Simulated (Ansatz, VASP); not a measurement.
Given: the input of a run of Ansatz 0.2.0 on MgB2.

File input.yaml:

```yaml
crystal:
  lattice:
    - [3.0220231454, 0.0, 0.0]
    - [-1.5110115727, 2.6171488148, 0.0]
    - [0.0, 0.0, 3.451081861]
  atoms:
    - { symbol: Mg, position: [0.0, 0.0, 0.0] }
    - { symbol: B, position: [0.6666666667, 0.3333333333, 0.5] }
    - { symbol: B, position: [0.3333333333, 0.6666666667, 0.5] }
hamiltonian:
  xc: r2scan
  pseudopotentials: { kind: paw }
kpoints:
  mp_grid: { grid: [10, 10, 8] }
scf:
  occupations: { method: fermi_dirac, width: 0.05 }
output:
  forces: true
  stress: true
  eigenvalues: true
```

Potentials or basis: Ansatz PAW.

Command:

```console
$ ansatz run input.yaml --threads 2 --pin off --max-ram 5632MiB --backend cpu --events-out ev --progress --plain --runs-dir out
```

**Question.** Set up the same calculation for VASP 6.6.1. Potentials there: VASP PAW PBE potentials, release 64 (Mg_sv, B).

**Answer.** As run (the cutoff follows the program's own potentials):

POSCAR

```
MgB2
1.0
    3.0220231454      0.0000000000      0.0000000000
   -1.5110115727      2.6171488148      0.0000000000
    0.0000000000      0.0000000000      3.4510818610
Mg B
1 2
Direct
    0.0000000000      0.0000000000      0.0000000000
    0.6666666667      0.3333333333      0.5000000000
    0.3333333333      0.6666666667      0.5000000000
```

Contents of INCAR.step1:

```
SYSTEM = MgB2
PREC = Accurate
ENCUT = 750
ISMEAR = -1
SIGMA = 0.05
LREAL = .FALSE.
LASPH = .TRUE.
NELM = 120
NBANDS = 15
GGA = PE
ALGO = Normal
EDIFF = 1E-5
LWAVE = .TRUE.
LCHARG = .FALSE.
GGA_COMPAT = .FALSE.
```

Contents of INCAR.step2:

```
SYSTEM = MgB2
PREC = Accurate
ENCUT = 750
EDIFF = 1E-6
ISMEAR = -1
SIGMA = 0.05
LREAL = .FALSE.
LASPH = .TRUE.
NELM = 120
ALGO = Normal
ISIF = 2
LWAVE = .FALSE.
LCHARG = .FALSE.
METAGGA = R2SCAN
LMIXTAU = .TRUE.
NBANDS = 15
ISTART = 1
GGA_COMPAT = .FALSE.
```

The input KPOINTS:

```
Automatic mesh
0
G
  10 10 8
  0 0 0
```

Potentials or basis: VASP PAW PBE potentials, release 64 (Mg_sv, B).

Launch:

```bash
$ cat potpaw_PBE.64/Mg_sv/POTCAR potpaw_PBE.64/B/POTCAR > POTCAR
$ cp INCAR.step1 INCAR
$ mpirun -np 1 vasp_std > vasp.out
$ cp INCAR.step2 INCAR
$ mpirun -np 1 vasp_std > vasp.out
```

Both were run:

|  | VASP | Ansatz | Ansatz less VASP |
| --- | --- | --- | --- |
| gap on the k mesh at the Fermi level (eV) | none | none | - |
| pressure (GPa) | 8.2 | 8.2 | +0.09 |
| traceless stress, the component that is largest in VASP (GPa) | -2.47 | -2.43 | +0.040 |

VASP's potentials were made for PBE, not for r2SCAN. A gap of «none» marks a metal or a gap that the smearing closes. With one functional, cell and mesh, what is left measures potentials, basis and numerics.
